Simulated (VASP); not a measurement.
Wanted: the native input for a VASP 6.6.1 run.

| Property | Result |
| --- | --- |
| Task | single point |
| Functional | LDA |
| Potentials or basis | VASP PAW LDA potentials, release 64 (Zn) |
| Cutoff | 520 eV |
| k mesh | 22 × 22 × 22 |
| Occupations | gaussian, width 0.15 eV |
| Spin | no spin polarisation |
| Dipole correction | no |
| Further INCAR settings | ALGO = Fast; EDIFF = 1e-07; NBANDS = 12 |

The structure of Zn lies in POSCAR:

```
Zn
1.0
   -1.9556643021      1.5707025837      1.5707025837
    1.5707025837     -1.9556643021      1.5707025837
    1.5707025837      1.5707025837     -1.9556643021
Zn
1
Direct
    0.0000000000      0.0000000000      0.0000000000
```

One way to write it, as run:

INCAR

```
SYSTEM = Zn
PREC = Accurate
ENCUT = 520
EDIFF = 1E-7
ISMEAR = 0
SIGMA = 0.15
LREAL = .False.
LASPH = .True.
NELM = 60
ALGO = Fast
ISIF = 2
LWAVE = .False.
LCHARG = .True.
GGA = CA
LELF = .True.
LVHAR = .True.
NBANDS = 12
```

KPOINTS

```
Automatic mesh
0
Gamma
  22 22 22
  0 0 0
```

Potentials or basis: VASP PAW LDA potentials, release 64 (Zn).

Command:

```bash
$ cat potpaw_LDA.64/Zn/POTCAR > POTCAR
$ mpirun -np 1 vasp_std > vasp.out
```

It gave:

```
Pressure               : 24.9 GPa
Band gap on the k mesh : zero (band 6 reaches 6.29 eV, above the bottom of band 7 at -0.37 eV)
```

It took 71 s on 1 thread of Intel(R) Xeon(R) 6975P-C (Granite Rapids), with other jobs on the host, peak memory 0.27 GiB.
